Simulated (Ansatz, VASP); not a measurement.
MgI2 in VASP and in Ansatz

```
CELL_PARAMETERS angstrom
4.13628 0.00000 0.00000
-2.06814 3.58213 0.00000
0.00000 0.00000 30.60000
ATOMIC_POSITIONS crystal
I 0.33333 0.66667 0.22951
I 0.66667 0.33333 0.33912
Mg 0.00000 0.00000 0.28431
```

Alike in both runs: functional PBE; dispersion D4; k mesh 12 × 12 × 1; occupations gaussian, width 0.03 eV; no spin polarisation.

Ansatz relaxed the structure, and its values are those at the end. VASP's run is a single point on that final structure, the one shown.

```csv
,VASP,Ansatz
version,VASP 6.6.1,Ansatz 0.2.0
potentials or method,"VASP PAW PBE potentials, release 64 (I, Mg), cutoff 520 eV","scalar-relativistic, plane waves, PAW"
valence electrons in the cell,16,44
```

```csv
,VASP,Ansatz,Ansatz less VASP
gap on the k mesh at the Fermi level (eV),3.63,3.65,+0.016
least direct gap on the mesh (eV),4.08,4.09,+0.013
rms of the force components (eV/Å),0.006,0.000,-0.0055
```

VASP's potentials hold 16 valence electrons a cell and Ansatz's 44, so a difference there can come from the potentials and not from the codes. Ansatz's warnings: slab cell height set, structure snapped to symmetry.

Neither program's run includes spin-orbit coupling.
